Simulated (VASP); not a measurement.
A run of VASP 6.6.1 is set up as follows.

INCAR

```
PREC = Accurate
ENCUT = 520
EDIFF = 1E-7
ISMEAR = 0
SIGMA = 0.05
LREAL = False
LASPH = True
NELM = 100
ALGO = Normal
ISIF = 2
LWAVE = False
LCHARG = True
GGA = PE
LELF = True
LVHAR = True
NBANDS = 16
```

Contents of KPOINTS:

```
regular mesh
0
Gamma
  6 6 6
```

Contents of POSCAR:

```
ZnS
1.0
    0.0000000000      2.5671899761      2.5671899761
    2.5671899761      0.0000000000      2.5671899761
    2.5671899761      2.5671899761      0.0000000000
S Zn
1 1
Direct
    0.0000000000      0.0000000000      0.0000000000
    0.5000000000      0.5000000000      0.5000000000
```

Potentials or basis: VASP PAW PBE potentials, release 64 (S, Zn).

The run is started by

```console
$ cat potpaw_PBE.64/S/POTCAR potpaw_PBE.64/Zn/POTCAR > POTCAR
$ mpirun -np 1 vasp_std > vasp.out
```

Problem. Predict the pressure.

Solution. -1.3 GPa.

Problem. Predict the band gap on the k mesh.

Solution. Zero (bands 9 and 10 overlap by 0.28 eV).

Caveat: semilocal functionals underestimate gaps, so a narrow gap can read as zero.
